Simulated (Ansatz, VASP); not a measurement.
**Two plane-wave programs on CuO**

File INCAR:

```
SYSTEM = CuO
PREC = Accurate ; ENCUT = 600
EDIFF = 1E-6 ; ISMEAR = -1
SIGMA = 0.05 ; LREAL = .FALSE.
LASPH = .TRUE. ; NELM = 60
ALGO = Normal ; ISIF = 3
LWAVE = .FALSE. ; LCHARG = .FALSE.
GGA = B5 ; ALDAX = 1.0
AGGAX = 1.0 ; AGGAC = 1.0
ALDAC = 0.0 ; IBRION = 2
NSW = 60 ; EDIFFG = -0.01
```

File KPOINTS:

```
regular mesh
0
G
  9 9 5
  0 0 0
```

POSCAR

```
CuO
1.0
    3.2880244300      0.0000000000      0.0000000000
   -1.6440122100      2.8475126800      0.0000000000
    0.0000000000      0.0000000000      5.3850248600
Cu O
2 2
Direct
    0.6666666667      0.3333333333      0.0000000000
    0.3333333333      0.6666666667      0.5000000000
    0.6666666667      0.3333333333      0.6252000000
    0.3333333333      0.6666666667      0.1252000000
```

The input input.yaml:

```yaml
crystal:
  lattice:
    - [3.28802443, 0.0, 0.0]
    - [-1.64401221, 2.84751268, 0.0]
    - [0.0, 0.0, 5.38502486]
  atoms:
    - { symbol: Cu, position: [0.6666666667, 0.3333333333, 0.0] }
    - { symbol: Cu, position: [0.3333333333, 0.6666666667, 0.5] }
    - { symbol: O, position: [0.6666666667, 0.3333333333, 0.6252] }
    - { symbol: O, position: [0.3333333333, 0.6666666667, 0.1252] }
hamiltonian:
  xc: blyp
  pseudopotentials: { kind: paw }
kpoints:
  mp_grid: { grid: [9, 9, 5] }
scf:
  occupations: { method: fermi_dirac, width: 0.05 }
output:
  forces: true
  stress: true
  eigenvalues: true
relax:
  f_tol: 0.01
  max_steps: 40
  cell: { stress_tol: 0.05 }
```

Alike in both runs: task relaxation of cell and atoms; functional BLYP; k mesh 9 × 9 × 5; occupations fermi-dirac, width 0.05 eV; no spin polarisation.

|  | VASP | Ansatz |
| --- | --- | --- |
| version | VASP 6.6.1 | Ansatz 0.2.0 |
| potentials or method | VASP PAW PBE potentials, release 64 (Cu, O) | Ansatz PAW |
| plane-wave cutoff (eV) | 600 | 420 |
| valence electrons in the cell | 34 | 50 |

|  | VASP | Ansatz | Ansatz less VASP |
| --- | --- | --- | --- |
| gap on the k mesh at the Fermi level, each at its own relaxed structure (eV) | none | none | - |
| relaxed volume (Å³/atom) | 12.05 | 12.03 | -0.026 |
| relaxed cell length with the largest relative difference (Å) | 3.203 | 3.201 | -0.0026 |

VASP's potentials were made for PBE, not for BLYP. A gap of «none» marks a metal or a gap that the smearing closes. VASP's potentials hold 34 valence electrons a cell and Ansatz's 50, so a difference there can come from the potentials and not from the codes.

Noted on Ansatz's run: the plane-wave basis is chosen anew once the cell has moved, so the energies of steps on either side of that aren't comparable.
